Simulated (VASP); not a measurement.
# H3CCl in VASP: a series of runs

The runs below take H3CCl through single point, relaxation of the atoms, with PBE.

Program: VASP 6.6.1. These are calculated values, not measurements. Logs are shortened: lines on timing, memory, paths and dates and some standing lists are left out, and cuts for length are marked.

## 1. The cell of the first run

The cell holds a disordered packing, 40 atoms: a = 9.029 Å, b = 9.029 Å, c = 9.029 Å, α = 90.00°, β = 90.00°, γ = 90.00°.

## 2. Single point, PBE

File INCAR:

```
ALGO = Normal
EDIFF = 1E-6
ENCUT = 520
GGA = PE
ISIF = 2
ISMEAR = -1
LASPH = True
LCHARG = True
LELF = True
LREAL = Auto
LVHAR = True
LWAVE = False
NBANDS = 82
NELM = 100
PREC = Accurate
SIGMA = 0.05
```

File KPOINTS:

```
k-points
0
Gamma
  1 1 1
```

File POSCAR:

```
H3CCl
1.0
    9.0287150000      0.0000000000      0.0000000000
    0.0000000000      9.0287150000      0.0000000000
    0.0000000000      0.0000000000      9.0287150000
C Cl H
8 8 24
Direct
    0.3633739685      0.4250881770      0.3723010417
    0.9985252608      0.7139221916      0.6370895526
    0.0653692137      0.2255027432      0.6922690549
    0.6028986406      0.5238729985      0.7807201800
    0.3319187725      0.9022435640      0.9913038566
    0.9006265011      0.2867406934      0.2881140893
    0.5936614457      0.9631492411      0.4388885905
    0.8033369090      0.8747867221      0.0657125626
    0.5490703827      0.5044350165      0.3678818082
    0.9612663596      0.6392050253      0.4636097163
    0.1615401527      0.0922722669      0.5811679735
    0.5825745967      0.4805445736      0.9700162205
    0.2916361852      0.8402081581      1.1843324327
    1.0405910476      0.3421417112      0.1610306672
    0.6271767356      0.9502570410      0.6385626305
    0.8829938701      1.0292273042     -0.0052831438
    0.3797107340      0.3047609765      0.3445783813
    0.3203888926      0.4106342929      0.4924621056
    0.2873055579      0.4935032283      0.2935301424
    1.0795445421      0.7936123801      0.6199221041
    0.8905807748      0.7626112908      0.6813594183
    1.0323728238      0.6305437706      0.7145756622
    0.0789591874      0.1913561343      0.8051422600
    0.1185772283      0.3324393338      0.6689767038
   -0.0517903157      0.2369550927      0.6599499486
    0.5869495271      0.4302827146      0.7078858952
    0.5333870878      0.6197781190      0.7574942835
    0.7196815937      0.5518836291      0.7664878114
    0.3051929317      1.0265248155      0.9902627340
    0.4507175163      0.8899051526      0.9697393261
    0.2598044129      0.8334962395      0.9254916120
    0.8527016303      0.1767250378      0.2704150037
    0.9430356369      0.2920681404      0.3964462274
    0.8082877796      0.3512459968      0.2709687923
    0.4844764731      0.9101295146      0.4147212532
    0.5888545601      1.0852707168      0.4042657233
    0.6829543296      0.8969825717      0.3932785563
    0.7192274870      0.8303950230     -0.0034667170
    0.8871805124      0.7866900218      0.0785826111
    0.7583360423      0.8869036181      0.1763041585
```

Potentials or basis: VASP PAW PBE potentials, release 64 (C, Cl, H).

Command:

```sh
$ cat potpaw_PBE.64/C/POTCAR potpaw_PBE.64/Cl/POTCAR potpaw_PBE.64/H/POTCAR > POTCAR
$ mpirun -np 1 vasp_gam > vasp.out
```

OUTCAR:

```text
EDIFF = 1E-6
   ENCUT = 520
   GGA = PE
   ISIF = 2
   ISMEAR = -1
   LASPH = True
   LREAL = Auto
   NELM = 100
   PREC = Accurate

 ion  position               nearest neighbor table
   1  0.363  0.425  0.372-  17 1.12  18 1.16  19 1.17   9 1.82
   2  0.999  0.714  0.637-  20 1.04  22 1.07  21 1.14  10 1.74
   3  0.065  0.226  0.692-  23 1.07  24 1.10  25 1.10  11 1.79
   4  0.603  0.524  0.781-  26 1.08  27 1.09  28 1.09  12 1.76
   5  0.332  0.902  0.991-  31 1.08  30 1.10  29 1.15  13 1.87
   6  0.901  0.287  0.288-  34 1.03  33 1.05  32 1.10  14 1.78
   7  0.594  0.963  0.439-  37 1.08  35 1.12  36 1.15  15 1.83
   8  0.803  0.875  0.066-  38 1.06  40 1.08  39 1.10  16 1.69
   9  0.549  0.504  0.368-   1 1.82
  10  0.961  0.639  0.464-   2 1.74
  11  0.162  0.092  0.581-   3 1.79
  12  0.583  0.481  0.970-   4 1.76
  13  0.292  0.840  0.184-   5 1.87
  14  0.041  0.342  0.161-   6 1.78
[... 24 lines left out ...]
  39  0.887  0.787  0.079-   8 1.10
  40  0.758  0.887  0.176-   8 1.08

  LATTYP: Found a simple cubic cell.
 ALAT       =     9.0287150000

  Lattice vectors:

 A1 = (   9.0287150000,   0.0000000000,   0.0000000000)
 A2 = (   0.0000000000,   9.0287150000,   0.0000000000)
 A3 = (   0.0000000000,   0.0000000000,   9.0287150000)

Analysis of symmetry for initial positions (statically):
=====================================================================
 Subroutine PRICEL returns:
 Original cell was already a primitive cell.

 Routine SETGRP: Setting up the symmetry group for a
 simple cubic supercell.

 Subroutine GETGRP returns: Found  1 space group operations
 (whereof  1 operations were pure point group operations)
 out of a pool of 48 trial point group operations.

The static configuration has the point symmetry C_1 .

Analysis of symmetry for dynamics (positions and initial velocities):
=====================================================================
 Subroutine PRICEL returns:
 Original cell was already a primitive cell.

 Routine SETGRP: Setting up the symmetry group for a
 simple cubic supercell.

 Subroutine GETGRP returns: Found  1 space group operations
 (whereof  1 operations were pure point group operations)
 out of a pool of 48 trial point group operations.

The dynamic configuration has the point symmetry C_1 .

 Subroutine INISYM returns: Found  1 space group operations
 (whereof  1 operations are pure point group operations),
 and found     1 'primitive' translations

----------------------------------------------------------------------------------------

                                     Primitive cell

  volume of cell :     736.0000

  direct lattice vectors                    reciprocal lattice vectors
     9.028715000  0.000000000  0.000000000     0.110757732  0.000000000  0.000000000
     0.000000000  9.028715000  0.000000000     0.000000000  0.110757732  0.000000000
     0.000000000  0.000000000  9.028715000     0.000000000  0.000000000  0.110757732

  length of vectors
     9.028715000  9.028715000  9.028715000     0.110757732  0.110757732  0.110757732

  position of ions in fractional coordinates (direct lattice)
     0.363373968  0.425088177  0.372301042
     0.998525261  0.713922192  0.637089553
     0.065369214  0.225502743  0.692269055
     0.602898641  0.523872999  0.780720180
     0.331918773  0.902243564  0.991303857
     0.900626501  0.286740693  0.288114089
[... 32 lines left out ...]
     0.887180512  0.786690022  0.078582611
     0.758336042  0.886903618  0.176304159

  ion indices of the primitive-cell ions
   primitive index   ion index
                 1           1
                 2           2
                 3           3
                 4           4
                 5           5
                 6           6
[... 32 lines left out ...]
                39          39
                40          40

----------------------------------------------------------------------------------------

 KPOINTS: k-points

Automatic generation of k-mesh.
 Grid dimensions read from file:
 generate k-points for:    1    1    1

 Generating k-lattice:

  Cartesian coordinates                     Fractional coordinates (reciprocal lattice)
     0.110757732  0.000000000  0.000000000     1.000000000  0.000000000  0.000000000
     0.000000000  0.110757732  0.000000000     0.000000000  1.000000000  0.000000000
     0.000000000  0.000000000  0.110757732     0.000000000  0.000000000  1.000000000

  Length of vectors
     0.110757732  0.110757732  0.110757732

  Shift w.r.t. Gamma in fractional coordinates (k-lattice)
     0.000000000  0.000000000  0.000000000

 Subroutine IBZKPT returns following result:
 ===========================================

 Found      1 irreducible k-points:

 Following reciprocal coordinates:
            Coordinates               Weight
  0.000000  0.000000  0.000000      1.000000
   k-points           NKPTS =      1   k-points in BZ     NKDIM =      1   number of bands    NBANDS=     82
   number of dos      NEDOS =    301   number of ions     NIONS =     40
   total plane-waves  NPLWV = 343000
   dimension x,y,z NGX =    70 NGY =   70 NGZ =   70
   dimension x,y,z NGXF=   140 NGYF=  140 NGZF=  140
   ions per type =               8   8  24
   NGX,Y,Z   is equivalent  to a cutoff of  12.89, 12.89, 12.89 a.u.
   NGXF,Y,Z  is equivalent  to a cutoff of  25.78, 25.78, 25.78 a.u.
 SYSTEM =  unknown system
   PREC   = accura    normal or accurate (medium, high low for compatibility)
   ISTART =      0    job   : 0-new  1-cont  2-samecut
   ICHARG =      2    charge: 1-file 2-atom 10-const
   ISPIN  =      1    spin polarized calculation?
   LNONCOLLINEAR =      F non collinear calculations
   LSORBIT =      F    spin-orbit coupling
   LASPH  =      T    aspherical Exc in radial PAW
   ENCUT  =  520.0 eV  38.22 Ry    6.18 a.u.  16.79 16.79 16.79*2*pi/ulx,y,z
   NELM   =    100;   NELMIN=  2; NELMDL= -5     # of ELM steps
   EDIFF  = 0.1E-05   stopping-criterion for ELM
   LREAL  =      T    real-space projection
   EDIFFG = 0.1E-04   stopping-criterion for IOM
   NSW    =      0    number of steps for IOM
[... 5 lines left out ...]
   TEBEG  =    0.0;   TEEND  =   0.0 temperature during run
   PSTRESS=    0.0 pullay stress
   NELECT =     112.0000    total number of electrons
   NUPDOWN=      -1.0000    fix difference up-down
   EMIN   =  10.00;   EMAX   =-10.00  energy-range for DOS
   EFERMI =   0.00;   METHOD = LEGACY
   ISMEAR =    -1;   SIGMA  =   0.05  broadening in eV -4-tet -1-fermi 0-gaus
   EFERMI_NEDOS =   21; number of points for ismear=-14 and -15
   IALGO  =     38    algorithm
   IMIX   =      4    mixing-type and parameters
     AMIX     =   0.40;   BMIX     =  1.00
     AMIX_MAG =   1.60;   BMIX_MAG =  1.00
  volume/ion in A,a.u.               =      18.40       124.17
  Fermi-wavevector in a.u.,A,eV,Ry     =   0.874020  1.651659 10.393649  0.763912
  Thomas-Fermi vector in A             =   1.993493
   LORBIT       =      0    0 simple, 1 ext, 2 COOP (PROOUT), +10 PAW based schemes
   GGA     = PE    functional components
[... 5 lines left out ...]
 non-spin polarized calculation
  energy-cutoff  :      520.00
  volume of cell :      736.00
 maximum number of plane-waves:      9919
 NGX is ok and might be reduce to    70
   NGX = 33   NGY = 33   NGZ = 33

 number of electron     111.9999996 magnetization

 Free energy of the ion-electron system (eV)
  ---------------------------------------------------
  ext. energy  EPLUGINS =         0.00000000
  ---------------------------------------------------
  free energy    TOTEN  =      -178.70653034 eV

  energy without entropy =     -178.70653034  energy(sigma->0) =     -178.70653034

 E-fermi :  -2.3208     XC(G=0):  -5.8808

 val. band max:       -3.5604493451   @ k =   0.0000   0.0000   0.0000
 cond. band min:       1.7728089800   @ k =   0.0000   0.0000   0.0000
 fundamental gap:      5.3332583251
 Fermi energy:        -2.3207940228

 k-point     1 :       0.0000    0.0000    0.0000
  band No.  band energies     occupation
      1     -18.6263      2.00000
      2     -18.4104      2.00000
      3     -18.2235      2.00000
      4     -18.0943      2.00000
      5     -17.9732      2.00000
      6     -17.8985      2.00000
[... 60 lines left out ...]
     67       3.5726      0.00000
     68       3.8074      0.00000
 [bands above 68 left out]

------------------------ aborting loop because EDIFF is reached ----------------------------------------

  FORCE on cell =-STRESS in cart. coord.  units (eV):
  Direction    XX          YY          ZZ          XY          YZ          ZX
  --------------------------------------------------------------------------------------
  -------------------------------------------------------------------------------------
  Total       -0.0022700      0.8724518      1.7706764      2.4318392      3.7259141      1.7644722
  in kB       -0.0049414      1.8992152      3.8545345      5.2938008      8.1108354      3.8410288
  external PRESSURE =       1.9162694 kB  Pullay stress =       0.0000000 kB

 VOLUME and BASIS-vectors are now :
 -----------------------------------------------------------------------------
  energy-cutoff  :      520.00
  volume of cell :      736.00
      direct lattice vectors                 reciprocal lattice vectors
     9.028715000  0.000000000  0.000000000     0.110757732  0.000000000  0.000000000
     0.000000000  9.028715000  0.000000000     0.000000000  0.110757732  0.000000000
     0.000000000  0.000000000  9.028715000     0.000000000  0.000000000  0.110757732

 POSITION                                       TOTAL-FORCE (eV/Angst)
 -----------------------------------------------------------------------------------
      3.28080      3.83800      3.36140        -0.619764     -0.577653      0.496001
      9.01540      6.44580      5.75210        -2.758850     -0.044178      0.988391
      0.59020      2.03600      6.25030         0.057010      0.550170     -0.914059
      5.44340      4.72990      7.04890         0.846303      0.460596     -0.030161
      2.99680      8.14610      8.95020        -0.157800      1.584788      1.591809
      8.13150      2.58890      2.60130         0.571603     -1.547407     -0.845123
[... 32 lines left out ...]
      8.01010      7.10280      0.70950         0.000068      0.136932     -0.137770
      6.84680      8.00760      1.59180        -0.215251      0.530176      0.316702
 -----------------------------------------------------------------------------------
    total drift:                               -0.000252      0.005168      0.002061

  FREE ENERGIE OF THE ION-ELECTRON SYSTEM (eV)
  ---------------------------------------------------
  free  energy   TOTEN  =      -178.7065303367 eV

  energy  without entropy=     -178.7065303366  energy(sigma->0) =     -178.70653034
```

Run time: 98 s. Hardware: 1 thread of AMD EPYC 7R13 (Zen 3), shared host; peak memory 0.63 GiB.

What came out:

```yaml
Free_energy: -178.7065 eV
Pressure: 0.2 GPa
Largest_force: 2.931 eV/Å
Band_gap_on_the_k_mesh: 5.33 eV
```

Forces on the atoms (eV/Å):
```
C   -0.620 -0.578  0.496
C   -2.759 -0.044  0.988
C    0.057  0.550 -0.914
C    0.846  0.461 -0.030
C   -0.158  1.585  1.592
C    0.572 -1.547 -0.845
C   -0.969  0.748  0.468
C    0.560 -2.091  1.152
Cl  -0.626 -0.086  0.279
Cl  -0.221 -0.672 -0.957
Cl  -0.179 -0.007 -0.116
Cl  -0.257 -0.330  0.533
Cl   0.295  0.291 -0.921
Cl  -0.116 -0.289 -0.054
Cl  -0.229  0.273 -0.484
Cl   0.569  1.461 -0.615
H   -0.331  0.959 -0.584
H    0.533  1.008 -1.456
H    1.115 -1.253  1.339
H    1.383  1.604  0.092
H    1.206 -0.179 -0.444
H    0.415 -0.696  0.373
H   -0.073 -0.008  0.724
H    0.035 -0.046  0.270
H    0.186 -0.428  0.069
H   -0.637 -0.436 -0.119
H   -0.089 -0.067 -0.320
H    0.099  0.364 -0.094
H    0.049 -1.562 -0.185
H   -0.154 -0.307  0.013
H   -0.108  0.001 -0.538
H    0.795 -0.450 -0.416
H    0.534  0.280  1.335
H   -1.766  2.060 -0.129
H    0.668  0.305  0.170
H    0.343 -1.467  0.418
H    0.173  0.172 -0.433
H   -0.927 -0.245 -0.837
H    0.000  0.137 -0.138
H   -0.215  0.530  0.317
```

Stress tensor (GPa, compression positive):
```
0.00 0.53 0.38
0.53 0.19 0.81
0.38 0.81 0.39
```

Levels at points of the mesh, in eV from the valence-band top:
```
           k point  band 53  band 54  band 55  band 56  band 57  band 58  band 59  band 60
(0.00, 0.00, 0.00)    -0.14    -0.11    -0.08     0.00     5.33     5.51     5.89     5.91
```

Caveat: the k points lie up to 0.70 Å⁻¹ apart.

## 3. Single point, PBE

File INCAR:

```
PREC = Accurate ; ENCUT = 520
EDIFF = 1E-6 ; ISMEAR = -1
SIGMA = 0.05 ; LREAL = Auto
LASPH = True ; NELM = 80
ALGO = Normal ; ISIF = 2
LWAVE = False ; LCHARG = False
GGA = PE ; NBANDS = 82
```

File KPOINTS:

```
Automatic mesh
0
Gamma
  1 1 1
```

File POSCAR:

```
H3CCl
1.0
    9.0287150000      0.0000000000      0.0000000000
    0.0000000000      9.0287150000      0.0000000000
    0.0000000000      0.0000000000      9.0287150000
C Cl H
8 8 24
Direct
    0.3881504732      0.3998907929      0.4023163872
    1.0534500203      0.7212543535      0.6195012247
    0.0751380457      0.2456606505      0.6802296894
    0.6226024412      0.5089207047      0.7694782702
    0.3468821421      0.9004714403      0.9951249984
    0.9083684666      0.2722868094      0.2815904589
    0.6009160772      0.9765398509      0.4422334740
    0.7862691424      0.8542965416      0.0701539477
    0.5585733961      0.4916978773      0.3471258092
    0.9719987839      0.6485086748      0.4569199493
    0.1561351754      0.0911093107      0.5923988076
    0.5648312080      0.4906789061      0.9662393818
    0.2888450904      0.8659814824      1.1897263343
    1.0541699456      0.3440910473      0.1613518646
    0.6221815618      0.9317494239      0.6328586072
    0.8551604520      1.0266577248     -0.0016945933
    0.3794116882      0.2789655006      0.3870539717
    0.3666302458      0.4402730621      0.5128193768
    0.2951250538      0.4414138668      0.3335801385
    1.1040109251      0.8246577725      0.5821980204
    0.9716886622      0.7526209433      0.7054713766
    1.1351338480      0.6330468954      0.6356829294
    0.1204601098      0.2533583129      0.8000474043
    0.0928703586      0.3474691581      0.6203872866
   -0.0460087620      0.2231657550      0.6996676714
    0.6055679020      0.3978750021      0.7244774035
    0.5363110919      0.5869052241      0.7285200607
    0.7371037850      0.5476526837      0.7617141531
    0.3691776737      1.0193034114      0.9884130798
    0.4419122766      0.8298412343      0.9904288706
    0.2486732608      0.8633122211      0.9290912383
    0.9000505609      0.1591920888      0.2599373222
    0.9399122688      0.2957452971      0.3960364238
    0.8200502508      0.3430610004      0.2531700247
    0.5014224062      0.9252479450      0.3975316532
    0.5918228674      1.0957373225      0.4431970662
    0.7135566911      0.9549753204      0.3910190985
    0.6777044131      0.8042672739      0.0245992924
    0.8786521670      0.7696554825      0.0597870240
    0.7703421805      0.8658596489      0.1894732528
```

Potentials or basis: VASP PAW PBE potentials, release 64 (C, Cl, H).

Command:

```sh
$ cat potpaw_PBE.64/C/POTCAR potpaw_PBE.64/Cl/POTCAR potpaw_PBE.64/H/POTCAR > POTCAR
$ mpirun -np 1 vasp_gam > vasp.out
```

Run time: 95 s. Hardware: 1 thread of AMD EPYC 7R13 (Zen 3), shared host; peak memory 0.63 GiB.

The run converged. Its results:

```yaml
Free_energy: -178.6316 eV
Pressure: -0.4 GPa
Largest_force: 2.967 eV/Å
Band_gap_on_the_k_mesh: 5.31 eV
```

Forces in eV/Å, atoms in the order of the input:
```
C   -0.856  0.630 -0.918
C    0.238  0.295 -0.546
C   -0.791 -0.501  2.816
C   -1.427  0.055  0.835
C   -1.662 -0.128  1.238
C    1.824  1.844  0.416
C    1.578  0.396  0.165
C    0.153 -1.693  0.042
Cl  -0.529 -0.649  0.113
Cl  -0.999 -0.170 -0.701
Cl   0.200  0.116 -0.244
Cl   0.532  0.082 -0.515
Cl  -0.042  0.239 -0.498
Cl   0.013 -0.239  0.185
Cl  -0.077 -0.324  0.469
Cl  -0.550 -0.560 -0.142
H    0.841  0.199  0.305
H    0.017 -0.331  0.606
H    0.508  0.201 -0.010
H    0.338 -0.079  0.270
H    0.287 -0.704 -0.136
H    0.088  0.486  1.173
H   -0.266  0.055 -1.603
H    0.133  0.344 -0.375
H    0.757  0.199 -0.521
H    0.197  0.074 -0.211
H    0.871 -0.275 -0.251
H   -0.167  0.070  0.047
H    0.059 -0.133 -0.237
H    0.597 -0.290 -0.696
H    0.924  0.324  0.162
H   -0.447 -1.663 -0.400
H    0.163 -0.094  0.039
H   -1.516  0.219 -0.298
H    0.246 -0.291 -0.318
H   -0.365  0.581 -0.260
H   -1.359 -0.335  0.073
H    1.441  1.089  0.026
H   -0.881  0.711 -0.178
H   -0.072  0.250  0.079
```

Stress tensor (GPa, compression positive):
```
-1.10 -0.42  0.45
-0.42  0.06  0.18
 0.45  0.18 -0.07
```

Levels at points of the mesh, in eV from the valence-band top:
| k point | band 53 | band 54 | band 55 | band 56 | band 57 | band 58 | band 59 | band 60 |
| --- | --- | --- | --- | --- | --- | --- | --- | --- |
| (0.00, 0.00, 0.00) | -0.13 | -0.08 | -0.07 | 0.00 | 5.31 | 5.60 | 5.70 | 5.89 |

Caveat: the k points lie up to 0.70 Å⁻¹ apart.

[end of part 1 of 2]
